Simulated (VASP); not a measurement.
Set up this calculation in VASP 6.6.1, as the native input.

| Item | Value |
| --- | --- |
| Task | single point |
| Functional | PBEsol |
| Potentials or basis | VASP PAW PBE potentials, release 64 (Ba_sv) |
| Cutoff | 520 eV |
| k mesh | 9 × 9 × 9 |
| Occupations | fermi-dirac, width 0.05 eV |
| Spin | no spin polarisation |
| Dipole correction | no |
| Further INCAR settings | ALGO = Normal; EDIFF = 1e-06; NBANDS = 11 |

The structure of Ba lies in POSCAR:

```
Ba
1.0
   -2.4411340000      2.4411340000      2.4411340000
    2.4411340000     -2.4411340000      2.4411340000
    2.4411340000      2.4411340000     -2.4411340000
Ba
1
Direct
    0.0000000000      0.0000000000      0.0000000000
```

The input as run:

INCAR

```
PREC = Accurate ; ENCUT = 520
EDIFF = 1E-6 ; ISMEAR = -1
SIGMA = 0.05 ; LREAL = F
LASPH = T ; NELM = 100
ALGO = Normal ; ISIF = 2
LWAVE = F ; LCHARG = F
GGA = PS ; NBANDS = 11
```

KPOINTS

```
regular mesh
0
Gamma
  9 9 9
```

Potentials or basis: VASP PAW PBE potentials, release 64 (Ba_sv).

Command:

```sh
$ cat potpaw_PBE.64/Ba_sv/POTCAR > POTCAR
$ mpirun -np 1 vasp_std > vasp.out
```

Results of the run:

```
Pressure               : 0.1 GPa
Band gap on the k mesh : zero (bands 5 and 6 overlap by 1.09 eV)
```

Caveat: the PAW data sets were made with another functional, which shifts forces and pressure a little; spin-orbit coupling is left out, which moves the levels of the heavy elements.

Wall time 9.5 s on 1 thread of AMD EPYC 7R13 Processor (Zen 3), with other jobs on the host, peak memory 0.15 GiB.
